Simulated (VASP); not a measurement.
# Ba (Im-3m) in VASP: single point with r2SCAN

Aim: the single point of Ba with r2SCAN.

Program: VASP 6.6.1. These are calculated values, not measurements. Logs are shortened: lines on timing, memory, paths and dates and some standing lists are left out, and cuts for length are marked.

### 1 The cell of the first run

Symmetry: Im-3m, No. 229, cubic system. Conventional cell: a = 5.063 Å, b = 5.063 Å, c = 5.063 Å, α = 90.00°, β = 90.00°, γ = 90.00°. Within 5.8 Å of Ba (site symmetry m-3m) lie 14 Ba at 4.39 to 5.06 Å.

### 2 Single point, r2SCAN

Contents of POSCAR:

```
Ba
1.0
   -2.5316965788      2.5316965788      2.5316965788
    2.5316965788     -2.5316965788      2.5316965788
    2.5316965788      2.5316965788     -2.5316965788
Ba
1
Direct
    0.0000000000      0.0000000000      0.0000000000
```

Contents of INCAR.step1:

```
SYSTEM = Ba
ALGO = Normal
EDIFF = 1E-4
ENCUT = 520
GGA = PE
ISMEAR = 1
LASPH = .TRUE.
LCHARG = .FALSE.
LREAL = .FALSE.
LWAVE = .TRUE.
NBANDS = 11
NELM = 100
PREC = Accurate
SIGMA = 0.05
```

Contents of INCAR.step2:

```
SYSTEM = Ba
ALGO = Normal
EDIFF = 1E-6
ENCUT = 520
ISIF = 2
ISMEAR = 1
ISTART = 1
LASPH = .TRUE.
LCHARG = .FALSE.
LMIXTAU = .TRUE.
LREAL = .FALSE.
LWAVE = .FALSE.
METAGGA = R2SCAN
NBANDS = 11
NELM = 100
PREC = Accurate
SIGMA = 0.05
```

Contents of KPOINTS:

```
k-points
0
G
  13 13 13
  0 0 0
```

Potentials or basis: VASP PAW PBE potentials, release 64 (Ba_sv).

Command:

```console
cat potpaw_PBE.64/Ba_sv/POTCAR > POTCAR
cp INCAR.step1 INCAR
mpirun -np 1 vasp_std > vasp.out
cp INCAR.step2 INCAR
mpirun -np 1 vasp_std > vasp.out
```

OUTCAR:

```text
SYSTEM = Ba
   EDIFF = 1E-6
   ENCUT = 520
   ISIF = 2
   ISMEAR = 1
   ISTART = 1
   LASPH = .TRUE.
   LREAL = .FALSE.
   METAGGA = R2SCAN
   NELM = 100
   PREC = Accurate

 ion  position               nearest neighbor table
   1  0.000  0.000  0.000-

  LATTYP: Found a body centered cubic cell.
 ALAT       =     5.0633931576

  Lattice vectors:

 A1 = (  -2.5316965788,   2.5316965788,   2.5316965788)
 A2 = (   2.5316965788,  -2.5316965788,   2.5316965788)
 A3 = (   2.5316965788,   2.5316965788,  -2.5316965788)

Analysis of symmetry for initial positions (statically):
=====================================================================
 Subroutine PRICEL returns:
 Original cell was already a primitive cell.

 Routine SETGRP: Setting up the symmetry group for a
 body centered cubic supercell.

 Subroutine GETGRP returns: Found 48 space group operations
 (whereof 48 operations were pure point group operations)
 out of a pool of 48 trial point group operations.

The static configuration has the point symmetry O_h .

Analysis of symmetry for dynamics (positions and initial velocities):
=====================================================================
 Subroutine PRICEL returns:
 Original cell was already a primitive cell.

 Routine SETGRP: Setting up the symmetry group for a
 body centered cubic supercell.

 Subroutine GETGRP returns: Found 48 space group operations
 (whereof 48 operations were pure point group operations)
 out of a pool of 48 trial point group operations.

The dynamic configuration has the point symmetry O_h .

 Subroutine INISYM returns: Found 48 space group operations
 (whereof 48 operations are pure point group operations),
 and found     1 'primitive' translations

----------------------------------------------------------------------------------------

                                     Primitive cell

  volume of cell :      64.9075

  direct lattice vectors                    reciprocal lattice vectors
    -2.531696579  2.531696579  2.531696579     0.000000000  0.197496021  0.197496021
     2.531696579 -2.531696579  2.531696579     0.197496021  0.000000000  0.197496021
     2.531696579  2.531696579 -2.531696579     0.197496021  0.197496021  0.000000000

  length of vectors
     4.385027104  4.385027104  4.385027104     0.279301551  0.279301551  0.279301551

  position of ions in fractional coordinates (direct lattice)
     0.000000000  0.000000000  0.000000000

  ion indices of the primitive-cell ions
   primitive index   ion index
                 1           1

----------------------------------------------------------------------------------------

 KPOINTS: k-points

Automatic generation of k-mesh.
 Grid dimensions read from file:
 generate k-points for:   13   13   13

 Generating k-lattice:

  Cartesian coordinates                     Fractional coordinates (reciprocal lattice)
     0.000000000  0.015192002  0.015192002     0.076923077  0.000000000  0.000000000
     0.015192002  0.000000000  0.015192002     0.000000000  0.076923077  0.000000000
     0.015192002  0.015192002  0.000000000     0.000000000  0.000000000  0.076923077

  Length of vectors
     0.021484735  0.021484735  0.021484735

  Shift w.r.t. Gamma in fractional coordinates (k-lattice)
     0.000000000  0.000000000  0.000000000

 Subroutine IBZKPT returns following result:
 ===========================================

 Found     84 irreducible k-points:

 Following reciprocal coordinates:
            Coordinates               Weight
  0.000000  0.000000  0.000000      1.000000
  0.076923  0.000000  0.000000     12.000000
  0.153846  0.000000  0.000000     12.000000
  0.230769  0.000000  0.000000     12.000000
  0.307692  0.000000  0.000000     12.000000
  0.384615  0.000000  0.000000     12.000000
[... 16 lines left out ...]
  0.153846  0.076923  0.076923     24.000000
  0.230769  0.076923  0.076923     24.000000
 [... further k-points ...]
   k-points           NKPTS =     84   k-points in BZ     NKDIM =     84   number of bands    NBANDS=     11
   number of dos      NEDOS =    301   number of ions     NIONS =      1
   total plane-waves  NPLWV =  46656
   dimension x,y,z NGX =    36 NGY =   36 NGZ =   36
   dimension x,y,z NGXF=    72 NGYF=   72 NGZF=   72
   ions per type =               1
   NGX,Y,Z   is equivalent  to a cutoff of  13.65, 13.65, 13.65 a.u.
   NGXF,Y,Z  is equivalent  to a cutoff of  27.30, 27.30, 27.30 a.u.
 SYSTEM =  Ba
   PREC   = accura    normal or accurate (medium, high low for compatibility)
   ISTART =      1    job   : 0-new  1-cont  2-samecut
   ICHARG =      0    charge: 1-file 2-atom 10-const
   ISPIN  =      1    spin polarized calculation?
   LNONCOLLINEAR =      F non collinear calculations
   LSORBIT =      F    spin-orbit coupling
   LASPH  =      T    aspherical Exc in radial PAW
   ENCUT  =  520.0 eV  38.22 Ry    6.18 a.u.   8.15  8.15  8.15*2*pi/ulx,y,z
   NELM   =    100;   NELMIN=  2; NELMDL=  0     # of ELM steps
   EDIFF  = 0.1E-05   stopping-criterion for ELM
   LREAL  =      F    real-space projection
   EDIFFG = 0.1E-04   stopping-criterion for IOM
   NSW    =      0    number of steps for IOM
   IBRION =     -1    ionic relax: 0-MD 1-quasi-New 2-CG
   NFREE  =      0    steps in history (QN), initial steepest desc. (CG)
   ISIF   =      2    stress and relaxation
   ISYM   =      2    0-nonsym 1-usesym 2-fastsym
   POTIM  = 0.5000    time-step for ionic-motion
   TEBEG  =    0.0;   TEEND  =   0.0 temperature during run
   PSTRESS=    0.0 pullay stress
   NELECT =      10.0000    total number of electrons
   NUPDOWN=      -1.0000    fix difference up-down
   EMIN   =  10.00;   EMAX   =-10.00  energy-range for DOS
   EFERMI =   0.00;   METHOD = LEGACY
   ISMEAR =     1;   SIGMA  =   0.05  broadening in eV -4-tet -1-fermi 0-gaus
   EFERMI_NEDOS =   21; number of points for ismear=-14 and -15
   IALGO  =     38    algorithm
   IMIX   =      4    mixing-type and parameters
     AMIX     =   0.40;   BMIX     =  1.00
     AMIX_MAG =   1.60;   BMIX_MAG =  1.00
  volume/ion in A,a.u.               =      64.91       438.02
  Fermi-wavevector in a.u.,A,eV,Ry     =   0.877627  1.658474 10.479598  0.770229
  Thomas-Fermi vector in A             =   1.997601
   LORBIT       =      0    0 simple, 1 ext, 2 COOP (PROOUT), +10 PAW based schemes
   METAGGA = R2SCAN    functional components
   LHFCALC =     F    Hartree Fock is set to
   AEXX    =    0.0000 exact exchange contribution
   IVDW    =     0    specifies the selected vdW correction
   LEPSILON=     F    determine dielectric tensor
   LRPA    =     F    only Hartree local field effects (RPA)
 non-spin polarized calculation
 Methfessel and Paxton  Order N= 1 SIGMA  =   0.05
  energy-cutoff  :      520.00
  volume of cell :       64.91
 maximum number of plane-waves:      1765
 NGX is ok and might be reduce to    36
   NGX = 17   NGY = 17   NGZ = 17

 number of electron      10.0000000 magnetization

 Free energy of the ion-electron system (eV)
  ---------------------------------------------------
  ext. energy  EPLUGINS =         0.00000000
  ---------------------------------------------------
  free energy    TOTEN  =       -26.43291813 eV

  energy without entropy =      -26.43298349  energy(sigma->0) =      -26.43293991

 E-fermi :   1.6137     XC(G=0):  -7.7290

 val. band max:        1.5956429699   @ k =  -0.3846   0.3846   0.3077
 cond. band min:       1.6289630638   @ k =   0.3077   0.2308   0.0769
 fundamental gap:      0.0333200939
 Fermi energy:         1.6136515433

 k-point     1 :       0.0000    0.0000    0.0000
  band No.  band energies     occupation
      1     -28.3401      2.00000
      2     -12.8869      2.00000
      3     -12.8869      2.00000
      4     -12.8869      2.00000
      5      -1.2423      2.00000
      6       3.7316      0.00000
      7       3.7316      0.00000
      8       3.7316      0.00000
      9       5.0458      0.00000
     10       5.0458      0.00000
     11       8.8300      0.00000

 k-point     2 :       0.0769    0.0000    0.0000
  band No.  band energies     occupation
      1     -28.3377      2.00000
      2     -12.9134      2.00000
      3     -12.8948      2.00000
      4     -12.8872      2.00000
      5      -1.1295      2.00000
      6       3.6317      0.00000
      7       3.6721      0.00000
      8       3.8436      0.00000
      9       4.8855      0.00000
     10       5.0365      0.00000
     11       8.9625      0.00000

 k-point     3 :       0.1538    0.0000    0.0000
  band No.  band energies     occupation
      1     -28.3312      2.00000
      2     -12.9857      2.00000
      3     -12.9166      2.00000
      4     -12.8879      2.00000
      5      -0.8084      2.00000
      6       3.3851      0.00000
      7       3.4122      0.00000
      8       4.1748      0.00000
      9       4.7232      0.00000
     10       5.0322      0.00000
     11       9.2479      0.00000

 k-point     4 :       0.2308    0.0000    0.0000
  band No.  band energies     occupation
      1     -28.3220      2.00000
      2     -13.0846      2.00000
      3     -12.9469      2.00000
      4     -12.8888      2.00000
      5      -0.3340      2.00000
      6       2.9984      0.00000
      7       3.0910      0.00000
      8       4.7097      0.00000
      9       4.7966      0.00000
     10       5.0784      0.00000
     11       9.2406      0.00000

 k-point     5 :       0.3077    0.0000    0.0000
  band No.  band energies     occupation
      1     -28.3122      2.00000
      2     -13.1862      2.00000
      3     -12.9788      2.00000
      4     -12.8899      2.00000
      5       0.1866      2.00000
      6       2.6721      0.00000
      7       2.8249      0.00000
      8       4.9746      0.00000
      9       5.2066      0.00000
     10       5.4172      0.00000
     11       8.6644      0.00000
[... 211 lines left out ...]
 k-point    21 :       0.3077    0.3077    0.0000
  band No.  band energies     occupation
      1     -28.2942      2.00000
      2     -13.2155      2.00000
      3     -13.1485      2.00000
      4     -12.9403      2.00000
      5       1.7427     -0.00161
      6       2.0778     -0.00000
      7       2.2820     -0.00000
      8       5.2267      0.00000
      9       5.4574      0.00000
     10       6.8857      0.00000
     11       7.9905      0.00000

 k-point    22 :       0.0769    0.0769    0.0769
  band No.  band energies     occupation
      1     -28.3274      2.00000
      2     -13.0342      2.00000
      3     -12.9055      2.00000
      4     -12.9055      2.00000
      5      -0.6052      2.00000
      6       3.1865      0.00000
      7       3.1865      0.00000
      8       4.5075      0.00000
      9       4.9173      0.00000
     10       4.9173      0.00000
     11       9.2733      0.00000

 k-point    23 :       0.1538    0.0769    0.0769
  band No.  band energies     occupation
      1     -28.3191      2.00000
      2     -13.1168      2.00000
      3     -12.9380      2.00000
      4     -12.9083      2.00000
      5      -0.1419      2.00000
      6       2.8316      0.00000
      7       2.8956      0.00000
      8       4.9127      0.00000
      9       5.0938      0.00000
     10       5.1197      0.00000
     11       9.5126      0.00000

 k-point    24 :       0.2308    0.0769    0.0769
  band No.  band energies     occupation
      1     -28.3103      2.00000
      2     -13.1956      2.00000
      3     -12.9791      2.00000
      4     -12.9113      2.00000
      5       0.3860      2.00000
      6       2.5416     -0.00000
      7       2.6618      0.00000
      8       5.0512      0.00000
      9       5.3010      0.00000
     10       5.7889      0.00000
     11       8.9513      0.00000

 [... further k-points ...]

------------------------ aborting loop because EDIFF is reached ----------------------------------------

  FORCE on cell =-STRESS in cart. coord.  units (eV):
  Direction    XX          YY          ZZ          XY          YZ          ZX
  --------------------------------------------------------------------------------------
  -------------------------------------------------------------------------------------
  Total        0.0274514      0.0274514      0.0274514     -0.0000000     -0.0000000     -0.0000000
  in kB        0.6776098      0.6776098      0.6776098     -0.0000000     -0.0000000     -0.0000000
  external PRESSURE =       0.6776098 kB  Pullay stress =       0.0000000 kB

 VOLUME and BASIS-vectors are now :
 -----------------------------------------------------------------------------
  energy-cutoff  :      520.00
  volume of cell :       64.91
      direct lattice vectors                 reciprocal lattice vectors
    -2.531696579  2.531696579  2.531696579     0.000000000  0.197496021  0.197496021
     2.531696579 -2.531696579  2.531696579     0.197496021  0.000000000  0.197496021
     2.531696579  2.531696579 -2.531696579     0.197496021  0.197496021  0.000000000

 POSITION                                       TOTAL-FORCE (eV/Angst)
 -----------------------------------------------------------------------------------
      0.00000      0.00000      0.00000         0.000000      0.000000     -0.000000
 -----------------------------------------------------------------------------------
    total drift:                               -0.000000      0.000000      0.000000

  FREE ENERGIE OF THE ION-ELECTRON SYSTEM (eV)
  ---------------------------------------------------
  free  energy   TOTEN  =       -26.4329181257 eV

  energy  without entropy=      -26.4329834933  energy(sigma->0) =      -26.43293991
```

Wall time 4.3 min (1 thread of Intel Xeon Platinum 8259CL at 2.50GHz (Skylake/Cascade Lake), shared host); peak memory 0.24 GiB.

Results:

- Free energy: -26.4329 eV
- Pressure: 0.1 GPa
- Band gap on the k mesh: zero (bands 5 and 6 overlap by 1.05 eV)

Levels at points of the mesh, in eV from the Fermi level:
```csv
k point,band 3,band 4,band 5,band 6,band 7,band 8
"(0.00, 0.00, 0.00)",-14.50,-14.50,-2.86,2.12,2.12,2.12
```

Caveat: the PAW data sets were made with another functional, which shifts forces and pressure a little; spin-orbit coupling is left out, which moves the levels of the heavy elements.

The gap in the log of VASP goes by the Fermi energy; the results here count the filled bands.